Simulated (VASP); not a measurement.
Crystal: Be2H.

```
Be H
1.0
     2.36080    0.00000    0.00000
     0.00000    2.36080    0.00000
     0.00000    0.00000    4.09848
Be H
2 1
Direct
  0.50000 0.50000 0.25226
  0.50000 0.50000 0.74774
  0.00000 0.00000 0.00000
```

* Program: VASP 6.6.1
* Task: relaxation of cell and atoms
* Functional: PBE
* Potentials or basis: VASP PAW PBE potentials, release 64 (Be, H)
* Cutoff: 600 eV
* k mesh: 20 × 20 × 12
* Occupations: gaussian, width 0.1 eV
* Spin: no spin polarisation

At the start: pressure 0.2 GPa; volume 7.61 Å³/atom.

Q: How do energy, volume and symmetry change on relaxing?

A: Over 8 steps the energy falls by 2.1 meV/atom and the volume is 7.58 Å³/atom (-0.4 %); space group P4/mmm (No. 123, to 0.05 Å).

The path:
```tsv
step	energy change (eV)	largest force (eV/Å)	pressure (GPa)	volume (Å³)
1	0.0000	0.1623	0.16	22.84
2	-0.0038	0.0167	-0.10	22.87
3	-0.0046	0.1005	-0.30	22.89
4	-0.0046	0.0855	-0.27	22.88
5	-0.0057	0.0261	-0.22	22.84
6	-0.0059	0.0016	-0.17	22.82
7	-0.0061	0.0518	-0.05	22.78
8	-0.0063	0.0091	0.03	22.75
```

Final structure:
```
Be H
1.0
     2.32843    0.00000    0.00000
     0.00000    2.32843    0.00000
     0.00000    0.00000    4.19541
Be H
2 1
Direct
  0.50000 0.50000 0.25491
  0.50000 0.50000 0.74509
  0.00000 0.00000 0.00000
```
